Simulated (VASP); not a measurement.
TiN (TiN (Fm-3m)):

```
Ti N
1.0
     0.00000    4.24659    4.24659
     4.24659    0.00000    4.24659
     4.24659    4.24659    0.00000
Ti N
8 8
Direct
  0.00000 0.00000 0.00000
  0.00000 0.00000 0.50000
  0.00000 0.50000 0.00000
  0.00000 0.50000 0.50000
  0.50000 0.00000 0.00000
  0.50000 0.00000 0.50000
  0.50000 0.50000 0.00000
  0.50000 0.50000 0.50000
  0.25000 0.25000 0.25000
  0.25000 0.25000 0.75000
  0.25000 0.75000 0.25000
  0.25000 0.75000 0.75000
  0.75000 0.25000 0.25000
  0.75000 0.25000 0.75000
  0.75000 0.75000 0.25000
  0.75000 0.75000 0.75000
```

Base run:

```yaml
Program: VASP 6.6.1
Functional: PBE
Potentials_or_basis: VASP PAW PBE potentials, release 64 (Ti_sv, N)
Cutoff: 600 eV
k_mesh: 4 × 4 × 4
Occupations: methfessel-paxton, width 0.1 eV
Spin: no spin polarisation
```

Its results: band gap on the k mesh zero (band 68 reaches 12.32 eV, above the bottom of band 69 at 10.80 eV); pressure 0.6 GPa.

Q: The run is repeated on the same cell with these changes: functional from PBE to LDA; potentials or basis from VASP PAW PBE potentials, release 64 (Ti_sv, N) to VASP PAW LDA potentials, release 64 (Ti_sv, N). What comes out?

A: Band gap on the k mesh zero (band 68 reaches 12.04 eV, above the bottom of band 69 at 10.49 eV); pressure -14.2 GPa.
